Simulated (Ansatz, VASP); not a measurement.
**One calculation of SnO2, two programs**

Contents of INCAR:

```
SYSTEM = SnO2
PREC = Accurate ; ENCUT = 520
EDIFF = 1E-6 ; ISMEAR = 0
SIGMA = 0.05 ; LREAL = .FALSE.
LASPH = .TRUE. ; NELM = 100
ALGO = Normal ; ISIF = 2
LWAVE = .FALSE. ; LCHARG = .TRUE.
LELF = .TRUE. ; LVHAR = .TRUE.
NBANDS = 64
```

Contents of KPOINTS:

```
regular mesh
0
G
  6 6 6
  0 0 0
```

Contents of POSCAR:

```
SnO2
1.0
   -3.2078313831     -1.8520423126      4.0813809037
    3.2078313831     -1.8520423126      4.0813809037
    0.0000000000      3.7040846251      4.0813809037
Sn O
4 8
Direct
    0.5220513601      0.5220513601      0.5220513601
    1.0000000000      1.0000000000      0.5000000000
    1.0000000000      0.5000000000      0.0000000000
    0.5000000000      1.0000000000      0.0000000000
    0.2451905456      0.2451905456      0.2451905456
    0.7451905456      0.7451905456      0.2451905456
    0.7451905456      0.2451905456      0.7451905456
    0.2451905456      0.7451905456      0.7451905456
    0.7548094544      0.7548094544      0.7548094544
    0.2548094544      0.2548094544      0.7548094544
    0.2548094544      0.7548094544      0.2548094544
    0.7548094544      0.2548094544      0.2548094544
```

Input for Ansatz:

```yaml
crystal:
  lattice:
    - [-3.2078313831, -1.8520423126, 4.0813809037]
    - [3.2078313831, -1.8520423126, 4.0813809037]
    - [0.0, 3.7040846251, 4.0813809037]
  atoms:
    - { symbol: Sn, position: [0.5220513601, 0.5220513601, 0.5220513601] }
    - { symbol: Sn, position: [1.0, 1.0, 0.5] }
    - { symbol: Sn, position: [1.0, 0.5, 0.0] }
    - { symbol: Sn, position: [0.5, 1.0, 0.0] }
    - { symbol: O, position: [0.2451905456, 0.2451905456, 0.2451905456] }
    - { symbol: O, position: [0.7451905456, 0.7451905456, 0.2451905456] }
    - { symbol: O, position: [0.7451905456, 0.2451905456, 0.7451905456] }
    - { symbol: O, position: [0.2451905456, 0.7451905456, 0.7451905456] }
    - { symbol: O, position: [0.7548094544, 0.7548094544, 0.7548094544] }
    - { symbol: O, position: [0.2548094544, 0.2548094544, 0.7548094544] }
    - { symbol: O, position: [0.2548094544, 0.7548094544, 0.2548094544] }
    - { symbol: O, position: [0.7548094544, 0.2548094544, 0.2548094544] }
basis:
  ecutwfc: 420
kpoints:
  mp_grid: { grid: [6, 6, 6] }
hamiltonian:
  xc: lda
scf:
  occupations: { method: gaussian, width: 0.05 }
output:
  forces: true
  stress: true
  eigenvalues: true
  write_density: true
  write_potential: true
  elf: true
  volumetric_format: npy
```

Alike in both runs: task single point; functional LDA; k mesh 6 × 6 × 6; occupations gaussian, width 0.05 eV; no spin polarisation.

|  | VASP | Ansatz |
| --- | --- | --- |
| version | VASP 6.6.1 | Ansatz 0.2.0 |
| potentials or method | VASP PAW LDA potentials, release 64 (Sn_d, O), cutoff 520 eV | scalar-relativistic, plane waves, PAW |
| valence electrons in the cell | 104 | 104 |

|  | VASP | Ansatz | Ansatz less VASP |
| --- | --- | --- | --- |
| gap on the k mesh at the Fermi level (eV) | 1.22 | 1.23 | +0.003 |
| least direct gap on the mesh (eV) | 1.22 | 1.23 | +0.003 |
| pressure (GPa) | 1.7 | 0.7 | -0.99 |
| traceless stress, the component that is largest in VASP (GPa) | -2.23 | -1.52 | +0.707 |
| rms of the force components (eV/Å) | 0.693 | 0.681 | -0.0121 |

LDA's correlation is that of Perdew and Zunger in VASP and of Perdew and Wang (1992) in Ansatz. Atom by atom the forces differ by 0.033 eV/Å (rms over components).
